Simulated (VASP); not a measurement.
The system is CrPb.

```
Cr Pb
1.0
     3.48585    0.00000    0.00000
     0.00000    3.48585    0.00000
     0.00000    0.00000    3.48585
Cr Pb
1 1
Direct
  0.00000 0.00000 0.00000
  0.50000 0.50000 0.50000
```

Base run:

```yaml
Program: VASP 6.6.1
Functional: PBEsol
Potentials_or_basis: VASP PAW PBE potentials, release 64 (Cr_pv, Pb_d)
Cutoff: 520 eV
k_mesh: 12 × 12 × 12
Occupations: gaussian, width 0.1 eV
Spin: no spin polarisation
```

Its results: band gap on the k mesh zero (bands 13 and 14 overlap by 0.95 eV); pressure -15.0 GPa.

Problem. The run is repeated on the same cell with these changes: spin from no spin polarisation to collinear spin, ferromagnetic start; further incar settings from ALGO = Normal; EDIFF = 1e-07; NBANDS = 20 to ALGO = Normal; EDIFF = 1e-06; NBANDS = 24. What comes out?

Solution. Band gap on the k mesh zero (filled and empty bands overlap); pressure 0.0 GPa; net moment 4.02 μB per cell; site moments Cr +3.68; Pb -0.05 μB.

Caveats: the PAW data sets were made with another functional, which shifts forces and pressure a little; spin-orbit coupling is left out, which moves the levels of the heavy elements; the cell stands under tension (at least some runs); an empty level that is flat over the whole mesh can mark a ghost state of the potentials, or a narrow d or f band (at least some runs).
